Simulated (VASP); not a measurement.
Write the native input for VASP 6.6.1 that does the following.

```yaml
Task: single point
Functional: r2SCAN
Potentials_or_basis: VASP PAW PBE potentials, release 64 (Li_sv)
Cutoff: 520 eV
k_mesh: 13 × 13 × 7
Occupations: fermi-dirac, width 0.1 eV
Spin: no spin polarisation
Dipole_correction: no
Further_INCAR_settings: ALGO = Normal; EDIFF = 1e-06; NBANDS = 10
```

Crystal: Li.

```
Li
1.0
     3.21736    0.00000    0.00000
    -1.60868    2.78631    0.00000
     0.00000    0.00000    5.24755
Li
2
Direct
  0.33333 0.66667 0.25000
  0.66667 0.33333 0.75000
```

This isn't the form of Li at room conditions, which is bcc.

These files were run (other wordings do the same):

POSCAR

```
Li
1.0
    3.2173558494      0.0000000000      0.0000000000
   -1.6086779247      2.7863118986      0.0000000000
    0.0000000000      0.0000000000      5.2475529420
Li
2
Direct
    0.3333333333      0.6666666667      0.2500000000
    0.6666666667      0.3333333333      0.7500000000
```

INCAR.step1

```
ALGO = Normal
EDIFF = 1E-4
ENCUT = 520
GGA = PE
ISMEAR = -1
LASPH = True
LCHARG = False
LREAL = False
LWAVE = True
NBANDS = 10
NELM = 80
PREC = Accurate
SIGMA = 0.1
```

INCAR.step2

```
ALGO = Normal
EDIFF = 1E-6
ENCUT = 520
ISIF = 2
ISMEAR = -1
ISTART = 1
LASPH = True
LCHARG = True
LELF = True
LMIXTAU = True
LREAL = False
LVHAR = True
LWAVE = False
METAGGA = R2SCAN
NBANDS = 10
NELM = 80
PREC = Accurate
SIGMA = 0.1
```

KPOINTS

```
k-points
0
Gamma
  13 13 7
```

Potentials or basis: VASP PAW PBE potentials, release 64 (Li_sv).

Launch:

```bash
$ cat potpaw_PBE.64/Li_sv/POTCAR > POTCAR
$ cp INCAR.step1 INCAR
$ mpirun -np 1 vasp_std > vasp.out
$ cp INCAR.step2 INCAR
$ mpirun -np 1 vasp_std > vasp.out
```

Results of the run:

- Band gap on the k mesh: zero (bands 3 and 4 overlap by 3.77 eV)

It took 9.9 min on 1 thread of Intel Xeon 8259CL (shared host), peak memory 0.15 GiB.
